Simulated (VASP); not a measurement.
# Cu (Fm-3m) in VASP: further runs

Cu is run at these levels: revPBE+D3(BJ); tasks: single point.

Program: VASP 6.6.1. These are calculated values, not measurements. Logs are shortened: lines on timing, memory, paths and dates and some standing lists are left out, and cuts for length are marked.

### 1 The cell of the first run

It takes space group Fm-3m (No. 225, cubic). Conventional cell: a = 3.541 Å, b = 3.541 Å, c = 3.541 Å, α = 90.00°, β = 90.00°, γ = 90.00°. Cu (site symmetry m-3m) has 12 Cu at 2.50 Å within 3.3 Å.

### 2 Single point, revPBE+D3(BJ)

INCAR reads:

```
ALGO = Normal ; EDIFF = 1E-6
ENCUT = 600 ; GGA = RE
GGA_COMPAT = False ; ISIF = 2
ISMEAR = -1 ; IVDW = 12
LASPH = True ; LCHARG = False
LREAL = False ; LWAVE = False
NBANDS = 12 ; NELM = 120
PREC = Accurate ; SIGMA = 0.05
```

KPOINTS reads:

```
k-points
0
Gamma
  13 13 13
```

POSCAR reads:

```
Cu
1.0
    0.0000000000      1.7706018915      1.7706018915
    1.7706018915      0.0000000000      1.7706018915
    1.7706018915      1.7706018915      0.0000000000
Cu
1
Direct
    0.0000000000      0.0000000000      0.0000000000
```

Potentials or basis: VASP PAW PBE potentials, release 64 (Cu).

Launch:

```console
cat potpaw_PBE.64/Cu/POTCAR > POTCAR
mpirun -np 1 vasp_std > vasp.out
```

OUTCAR:

```text
EDIFF = 1E-6
   ENCUT = 600
   GGA = RE
   ISIF = 2
   ISMEAR = -1
   IVDW = 12
   LASPH = True
   LREAL = False
   NELM = 120
   PREC = Accurate
 IVDW          = 12

 ion  position               nearest neighbor table
   1  0.000  0.000  0.000-

  LATTYP: Found a face centered cubic cell.
 ALAT       =     3.5412037830

  Lattice vectors:

 A1 = (   0.0000000000,   1.7706018915,   1.7706018915)
 A2 = (   1.7706018915,   0.0000000000,   1.7706018915)
 A3 = (   1.7706018915,   1.7706018915,   0.0000000000)

Analysis of symmetry for initial positions (statically):
=====================================================================
 Subroutine PRICEL returns:
 Original cell was already a primitive cell.

 Routine SETGRP: Setting up the symmetry group for a
 face centered cubic supercell.

 Subroutine GETGRP returns: Found 48 space group operations
[... 9 lines left out ...]

 Routine SETGRP: Setting up the symmetry group for a
 face centered cubic supercell.

 Subroutine GETGRP returns: Found 48 space group operations
[... 11 lines left out ...]
                                     Primitive cell

  volume of cell :      11.1018

  direct lattice vectors                    reciprocal lattice vectors
     0.000000000  1.770601891  1.770601891    -0.282389849  0.282389849  0.282389849
     1.770601891  0.000000000  1.770601891     0.282389849 -0.282389849  0.282389849
     1.770601891  1.770601891  0.000000000     0.282389849  0.282389849 -0.282389849

  length of vectors
     2.504009209  2.504009209  2.504009209     0.489113565  0.489113565  0.489113565

  position of ions in fractional coordinates (direct lattice)
     0.000000000  0.000000000  0.000000000

  ion indices of the primitive-cell ions
   primitive index   ion index
                 1           1

----------------------------------------------------------------------------------------

 KPOINTS: k-points

Automatic generation of k-mesh.
 Grid dimensions read from file:
 generate k-points for:   13   13   13

 Generating k-lattice:

  Cartesian coordinates                     Fractional coordinates (reciprocal lattice)
    -0.021722296  0.021722296  0.021722296     0.076923077  0.000000000  0.000000000
     0.021722296 -0.021722296  0.021722296     0.000000000  0.076923077  0.000000000
     0.021722296  0.021722296 -0.021722296     0.000000000  0.000000000  0.076923077

  Length of vectors
     0.037624120  0.037624120  0.037624120

  Shift w.r.t. Gamma in fractional coordinates (k-lattice)
     0.000000000  0.000000000  0.000000000

 Subroutine IBZKPT returns following result:
 ===========================================

 Found     84 irreducible k-points:

 Following reciprocal coordinates:
            Coordinates               Weight
  0.000000  0.000000  0.000000      1.000000
  0.076923  0.000000  0.000000      8.000000
  0.153846  0.000000  0.000000      8.000000
  0.230769  0.000000  0.000000      8.000000
  0.307692  0.000000  0.000000      8.000000
  0.384615  0.000000  0.000000      8.000000
[... 16 lines left out ...]
  0.384615  0.153846  0.000000     24.000000
  0.461538  0.153846  0.000000     24.000000
 [... further k-points ...]
   k-points           NKPTS =     84   k-points in BZ     NKDIM =     84   number of bands    NBANDS=     12
   number of dos      NEDOS =    301   number of ions     NIONS =      1
   total plane-waves  NPLWV =   8000
   dimension x,y,z NGX =    20 NGY =   20 NGZ =   20
   dimension x,y,z NGXF=    40 NGYF=   40 NGZF=   40
   ions per type =               1
   NGX,Y,Z   is equivalent  to a cutoff of  13.28, 13.28, 13.28 a.u.
   NGXF,Y,Z  is equivalent  to a cutoff of  26.56, 26.56, 26.56 a.u.
 SYSTEM =  unknown system
   PREC   = accura    normal or accurate (medium, high low for compatibility)
   ISTART =      0    job   : 0-new  1-cont  2-samecut
   ICHARG =      2    charge: 1-file 2-atom 10-const
   ISPIN  =      1    spin polarized calculation?
   LNONCOLLINEAR =      F non collinear calculations
   LSORBIT =      F    spin-orbit coupling
   LASPH  =      T    aspherical Exc in radial PAW
   ENCUT  =  600.0 eV  44.10 Ry    6.64 a.u.   5.00  5.00  5.00*2*pi/ulx,y,z
   NELM   =    120;   NELMIN=  2; NELMDL= -5     # of ELM steps
   EDIFF  = 0.1E-05   stopping-criterion for ELM
   LREAL  =      F    real-space projection
   EDIFFG = 0.1E-04   stopping-criterion for IOM
   NSW    =      0    number of steps for IOM
   IBRION =     -1    ionic relax: 0-MD 1-quasi-New 2-CG
   NFREE  =      0    steps in history (QN), initial steepest desc. (CG)
   ISIF   =      2    stress and relaxation
   ISYM   =      2    0-nonsym 1-usesym 2-fastsym
   POTIM  = 0.5000    time-step for ionic-motion
   TEBEG  =    0.0;   TEEND  =   0.0 temperature during run
   PSTRESS=    0.0 pullay stress
   NELECT =      11.0000    total number of electrons
   NUPDOWN=      -1.0000    fix difference up-down
   EMIN   =  10.00;   EMAX   =-10.00  energy-range for DOS
   EFERMI =   0.00;   METHOD = LEGACY
   ISMEAR =    -1;   SIGMA  =   0.05  broadening in eV -4-tet -1-fermi 0-gaus
   EFERMI_NEDOS =   21; number of points for ismear=-14 and -15
   IALGO  =     38    algorithm
   IMIX   =      4    mixing-type and parameters
     AMIX     =   0.40;   BMIX     =  1.00
     AMIX_MAG =   1.60;   BMIX_MAG =  1.00
  volume/ion in A,a.u.               =      11.10        74.92
  Fermi-wavevector in a.u.,A,eV,Ry     =   1.632080  3.084184 36.241641  2.663685
  Thomas-Fermi vector in A             =   2.724110
   LORBIT       =      0    0 simple, 1 ext, 2 COOP (PROOUT), +10 PAW based schemes
   GGA     = RE    functional components
   LHFCALC =     F    Hartree Fock is set to
   AEXX    =    0.0000 exact exchange contribution
   IVDW    =    12    specifies the selected vdW correction
   LEPSILON=     F    determine dielectric tensor
   LRPA    =     F    only Hartree local field effects (RPA)
 non-spin polarized calculation
  energy-cutoff  :      600.00
  volume of cell :       11.10
 maximum number of plane-waves:       381
   NGX =  9   NGY =  9   NGZ =  9

 number of electron      11.0000009 magnetization

 Free energy of the ion-electron system (eV)
  ---------------------------------------------------
  ext. energy  EPLUGINS =         0.00000000
  ---------------------------------------------------
  free energy    TOTEN  =        -3.29498547 eV

  energy without entropy =       -3.29225037  energy(sigma->0) =       -3.29361792

 E-fermi :   8.6831     XC(G=0): -12.9911

 val. band max:        8.4997603176   @ k =   0.4615   0.2308   0.0000
 cond. band min:       8.7059275181   @ k =   0.4615   0.3077   0.0000
 fundamental gap:      0.2061672005
 Fermi energy:         8.6830519871

 k-point     1 :       0.0000    0.0000    0.0000
  band No.  band energies     occupation
      1      -1.3371      2.00000
      2       5.2641      2.00000
      3       5.2641      2.00000
      4       5.2641      2.00000
      5       6.1661      2.00000
      6       6.1661      2.00000
      7      31.5370      0.00000
      8      34.7328      0.00000
      9      34.7328      0.00000
     10      34.7328      0.00000
     11      37.2715      0.00000
     12      37.2715      0.00000

 k-point     2 :       0.0769    0.0000    0.0000
  band No.  band energies     occupation
      1      -1.1122      2.00000
      2       5.2140      2.00000
      3       5.3076      2.00000
      4       5.3076      2.00000
      5       6.1491      2.00000
      6       6.1491      2.00000
      7      30.2817      0.00000
      8      32.7644      0.00000
      9      34.1113      0.00000
     10      34.1113      0.00000
     11      38.1851      0.00000
     12      38.1851      0.00000

 k-point     3 :       0.1538    0.0000    0.0000
  band No.  band energies     occupation
      1      -0.4536      2.00000
      2       5.0914      2.00000
      3       5.4016      2.00000
      4       5.4016      2.00000
      5       6.1327      2.00000
      6       6.1327      2.00000
      7      26.4611      0.00000
      8      32.1719      0.00000
      9      33.1852      0.00000
     10      33.1852      0.00000
     11      39.0208      0.00000
     12      39.5352      0.00000

 k-point     4 :       0.2308    0.0000    0.0000
  band No.  band energies     occupation
      1       0.5740      2.00000
      2       4.9848      2.00000
      3       5.4412      2.00000
      4       5.4412      2.00000
      5       6.2130      2.00000
      6       6.2130      2.00000
      7      22.4422      0.00000
      8      31.6495      0.00000
      9      32.4478      0.00000
     10      32.4478      0.00000
     11      38.4941      0.00000
     12      38.4941      0.00000

 k-point     5 :       0.3077    0.0000    0.0000
  band No.  band energies     occupation
      1       1.7800      2.00000
      2       5.0932      2.00000
      3       5.3802      2.00000
      4       5.3802      2.00000
      5       6.4156      2.00000
      6       6.4156      2.00000
      7      18.6883      0.00000
      8      30.9801      0.00000
      9      31.9554      0.00000
     10      31.9554      0.00000
     11      36.7038      0.00000
     12      36.7038      0.00000
[... 228 lines left out ...]
      1       0.5898      2.00000
      2       4.7553      2.00000
      3       5.5656      2.00000
      4       5.6784      2.00000
      5       5.9218      2.00000
      6       6.3728      2.00000
      7      25.6710      0.00000
      8      28.3698      0.00000
      9      29.5391      0.00000
     10      31.4629      0.00000
     11      34.7601      0.00000
     12      41.8819      0.00000

 k-point    22 :       0.3077    0.1538    0.0000
  band No.  band energies     occupation
      1       1.6402      2.00000
      2       4.6391      2.00000
      3       5.3738      2.00000
      4       5.7068      2.00000
      5       6.3272      2.00000
      6       6.5267      2.00000
      7      21.7445      0.00000
      8      27.5901      0.00000
      9      28.6562      0.00000
     10      30.6939      0.00000
     11      36.3072      0.00000
     12      41.0897      0.00000

 k-point    23 :       0.3846    0.1538    0.0000
  band No.  band energies     occupation
      1       2.7124      2.00000
      2       4.6820      2.00000
      3       5.2045      2.00000
      4       5.6459      2.00000
      5       6.7060      2.00000
      6       7.0103      2.00000
      7      18.0993      0.00000
      8      27.2780      0.00000
      9      27.3391      0.00000
     10      29.9392      0.00000
     11      39.1840      0.00000
     12      40.3919      0.00000

 k-point    24 :       0.4615    0.1538    0.0000
  band No.  band energies     occupation
      1       3.3340      2.00000
      2       4.8551      2.00000
      3       5.2665      2.00000
      4       5.5627      2.00000
      5       6.8076      2.00000
      6       8.1472      1.99996
      7      14.9144      0.00000
      8      25.9722      0.00000
      9      27.4727      0.00000
     10      29.6843      0.00000
     11      39.7425      0.00000
     12      39.7575      0.00000

 [... further k-points ...]

------------------------ aborting loop because EDIFF is reached ----------------------------------------

 Edisp (eV)   -1.20107

 E8    (eV) :    -0.8359

  FORCE on cell =-STRESS in cart. coord.  units (eV):
  Direction    XX          YY          ZZ          XY          YZ          ZX
  --------------------------------------------------------------------------------------
  -------------------------------------------------------------------------------------
  Total      -0.07293    -0.07293    -0.07293    -0.00000     0.00000    -0.00000
  in kB     -10.52546   -10.52546   -10.52546    -0.00000     0.00000    -0.00000
  external pressure =      -10.53 kB  Pullay stress =        0.00 kB

 VOLUME and BASIS-vectors are now :
 -----------------------------------------------------------------------------
  energy-cutoff  :      600.00
  volume of cell :       11.10
      direct lattice vectors                 reciprocal lattice vectors
     0.000000000  1.770601891  1.770601891    -0.282389849  0.282389849  0.282389849
     1.770601891  0.000000000  1.770601891     0.282389849 -0.282389849  0.282389849
     1.770601891  1.770601891  0.000000000     0.282389849  0.282389849 -0.282389849

 POSITION                                       TOTAL-FORCE (eV/Angst)
 -----------------------------------------------------------------------------------
      0.00000      0.00000      0.00000         0.000000     -0.000000     -0.000000
 -----------------------------------------------------------------------------------
    total drift:                                0.000000      0.000000      0.000000

  FREE ENERGIE OF THE ION-ELECTRON SYSTEM (eV)
  ---------------------------------------------------
  free  energy   TOTEN  =        -4.4960522913 eV

  energy  without entropy=       -4.4933171889  energy(sigma->0) =       -4.49468474
```

It took 10 s on 1 thread of Intel Xeon Platinum 8488C (Sapphire Rapids), shared host; peak memory 0.14 GiB.

Results:

```
Free energy                : -4.4961 eV
Pressure                   : -1.1 GPa
Dispersion energy per atom : -1.201 eV
```

Caveat: the PAW data sets were made with another functional, which shifts forces and pressure a little; pairwise dispersion overbinds metals, which lowers pressure and volume.

### 3 Single point, revPBE+D3(BJ)

This run uses another cell than the first one, of 11.34 Å³/atom, 1.021 times its volume.

INCAR reads:

```
PREC = Accurate
ENCUT = 600
EDIFF = 1E-6
ISMEAR = -1
SIGMA = 0.05
LREAL = F
LASPH = T
NELM = 120
ALGO = Normal
ISIF = 2
LWAVE = F
LCHARG = T
GGA = RE
IVDW = 12
LELF = T
LVHAR = T
NBANDS = 12
GGA_COMPAT = F
```

KPOINTS reads:

```
regular mesh
0
Gamma
  13 13 13
```

POSCAR reads:

```
Cu
1.0
    0.0000000000      1.7830713297      1.7830713297
    1.7830713297      0.0000000000      1.7830713297
    1.7830713297      1.7830713297      0.0000000000
Cu
1
Direct
    0.0000000000      0.0000000000      0.0000000000
```

Potentials or basis: VASP PAW PBE potentials, release 64 (Cu).

Launch:

```console
cat potpaw_PBE.64/Cu/POTCAR > POTCAR
mpirun -np 1 vasp_std > vasp.out
```

Run time: 9 s. Hardware: 1 thread of Intel Xeon Platinum 8488C (Sapphire Rapids), shared host; peak memory 0.14 GiB.

The run converged. Its results:

```
Free energy                : -4.4919 eV
Pressure                   : -4.5 GPa
Dispersion energy per atom : -1.175 eV
```

Levels at points of the mesh, in eV from the Fermi level:
```
           k point  band 4  band 5  band 6  band 7  band 8  band 9
(0.00, 0.00, 0.00)   -3.35   -2.47   -2.47   22.69   25.72   25.72
```

Caveat: the PAW data sets were made with another functional, which shifts forces and pressure a little; pairwise dispersion overbinds metals, which lowers pressure and volume.
